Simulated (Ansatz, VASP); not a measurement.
BaSi3 in VASP and in Ansatz

The input INCAR:

```
PREC = Accurate ; ENCUT = 520
EDIFF = 1E-6 ; ISMEAR = 0
SIGMA = 0.05 ; LREAL = F
LASPH = T ; NELM = 60
ALGO = Normal ; ISIF = 2
LWAVE = F ; LCHARG = F
GGA = PE ; NBANDS = 19
```

File KPOINTS:

```
regular mesh
0
Gamma
  4 4 4
```

POSCAR

```
BaSi3
1.0
    4.4879836367      0.0000000000      0.0000000000
    0.0000000000      4.4879836367      0.0000000000
    0.0000000000      0.0000000000      4.4879836367
Ba Si
1 3
Direct
    0.0000000000      0.0000000000      0.0000000000
    0.0000000000      0.5000000000      0.5000000000
    0.5000000000      0.5000000000      0.0000000000
    0.5000000000      0.0000000000      0.5000000000
```

Input for Ansatz:

```yaml
crystal:
  lattice:
    - [4.4879836367, 0.0, 0.0]
    - [0.0, 4.4879836367, 0.0]
    - [0.0, 0.0, 4.4879836367]
  atoms:
    - { symbol: Ba, position: [0.0, 0.0, 0.0] }
    - { symbol: Si, position: [0.0, 0.5, 0.5] }
    - { symbol: Si, position: [0.5, 0.5, 0.0] }
    - { symbol: Si, position: [0.5, 0.0, 0.5] }
basis:
  ecutwfc: 420
  ecutrho_ratio: 4
kpoints:
  mp_grid: { grid: [4, 4, 4] }
hamiltonian:
  xc: pbe
scf:
  occupations: { method: gaussian, width: 0.05 }
output:
  forces: true
  stress: true
  eigenvalues: true
  populations: true
  write_density: true
  write_potential: true
  elf: true
  volumetric_format: npy
```

Alike in both runs: task single point; functional PBE; k mesh 4 × 4 × 4; occupations gaussian, width 0.05 eV; no spin polarisation.

```csv
,VASP,Ansatz
version,VASP 6.6.1,Ansatz 0.2.0
potentials or method,"VASP PAW PBE potentials, release 64 (Ba_sv, Si), cutoff 520 eV","scalar-relativistic, plane waves, PAW"
valence electrons in the cell,22,22
```

VASP gave:

| Item | Value |
| --- | --- |
| gap on the k mesh at the Fermi level (eV) | none |
| pressure (GPa) | -0.4 |

**Question.** What did Ansatz give for the same quantities?

**Answer.** gap on the k mesh at the Fermi level (eV): none; pressure (GPa): -1.1.

A gap of «none» marks a metal or a gap that the smearing closes.

Spin-orbit coupling is off throughout.
